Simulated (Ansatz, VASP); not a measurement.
## Two plane-wave programs on SiMo3

```
Si Mo
1.0
     3.91622    0.00000    0.00000
     0.00000    3.91622    0.00000
     0.00000    0.00000    3.91622
Si Mo
1 3
Direct
  0.50000 0.50000 0.50000
  0.50000 0.00000 0.00000
  0.00000 0.50000 0.00000
  0.00000 0.00000 0.50000
```

Alike in both runs: functional PBE; k mesh 5 × 5 × 5; occupations gaussian, width 0.2 eV; no spin polarisation.

Ansatz relaxed the structure, and its values are those at the end. VASP's run is a single point on that final structure, the one shown.

|  | VASP | Ansatz |
| --- | --- | --- |
| version | VASP 6.6.1 | Ansatz 0.2.0 |
| potentials or method | VASP PAW PBE potentials, release 64 (Si, Mo_sv), cutoff 500 eV | scalar-relativistic, plane waves, PAW |
| valence electrons in the cell | 46 | 46 |

VASP gave:

- gap on the k mesh at the Fermi level (eV): none
- pressure (GPa): 0.2

Estimate Ansatz's values.

gap on the k mesh at the Fermi level (eV): none; pressure (GPa): -0.1.

A gap of «none» marks a metal or a gap that the smearing closes. The functional is the same, so the differences come from potentials, cutoffs and numerics.
